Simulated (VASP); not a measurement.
A run of VASP 6.6.1:

Contents of INCAR:

```
SYSTEM = Se
PREC = Accurate ; ENCUT = 520
EDIFF = 1E-6 ; ISMEAR = -1
SIGMA = 0.1 ; LREAL = .False.
LASPH = .True. ; NELM = 100
ALGO = Normal ; ISIF = 2
LWAVE = .False. ; LCHARG = .False.
GGA = RP ; NBANDS = 13
```

KPOINTS

```
Automatic mesh
0
Gamma
  10 10 10
  0 0 0
```

The input POSCAR:

```
Se
1.0
    0.0000000000      3.1635149088      3.1635149088
    3.1635149088      0.0000000000      3.1635149088
    3.1635149088      3.1635149088      0.0000000000
Se
2
Direct
    0.1250000000      0.1250000000      0.1250000000
    0.8750000000      0.8750000000      0.8750000000
```

Potentials or basis: VASP PAW PBE potentials, release 64 (Se).

Command:

```console
$ cat potpaw_PBE.64/Se/POTCAR > POTCAR
$ mpirun -np 1 vasp_std > vasp.out
```

Hardware: 1 thread of Intel(R) Xeon(R) Platinum 8259CL CPU @ 2.50GHz (Skylake/Cascade Lake), with other jobs on the host.

Question: How long does it take, and how much memory?

Answer: It took 28 s on 1 thread of Intel(R) Xeon(R) Platinum 8259CL CPU @ 2.50GHz (Skylake/Cascade Lake), with other jobs on the host, peak memory 0.21 GiB. Counts: scf iterations 12, k points 47.
